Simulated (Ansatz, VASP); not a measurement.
# HfTe2W2 in VASP and in Ansatz

```
Hf Te W
1.0
     4.07663    0.00000    0.00000
     0.00000    4.07663    0.00000
     0.00000    0.00000    7.16335
Hf Te W
1 2 2
Direct
  0.50000 0.50000 0.78859
  0.50000 0.00000 0.46470
  0.00000 0.50000 0.46470
  0.50000 0.00000 0.07177
  0.00000 0.50000 0.07177
```

Alike in both runs: functional PBE; k mesh 4 × 4 × 2; occupations gaussian, width 0.1 eV; no spin polarisation.

Ansatz relaxed the structure, and its values are those at the end. VASP's run is a single point on that final structure, the one shown.

|  | VASP | Ansatz |
| --- | --- | --- |
| version | VASP 6.6.1 | Ansatz 0.2.0 |
| potentials or method | VASP PAW PBE potentials, release 64 (Hf_pv, Te, W_sv), cutoff 520 eV | scalar-relativistic, plane waves, PAW |
| valence electrons in the cell | 50 | 86 |

|  | VASP | Ansatz | Ansatz less VASP |
| --- | --- | --- | --- |
| gap on the k mesh at the Fermi level (eV) | none | none | - |
| pressure (GPa) | -0.1 | 0.0 | +0.10 |
| rms of the force components (eV/Å) | 0.022 | 0.008 | -0.0139 |

A gap of «none» marks a metal or a gap that the smearing closes. VASP's potentials hold 50 valence electrons a cell and Ansatz's 86, so a difference there can come from the potentials and not from the codes.

The k mesh is coarse, so the values compare programs but aren't converged. Neither program's run includes spin-orbit coupling.
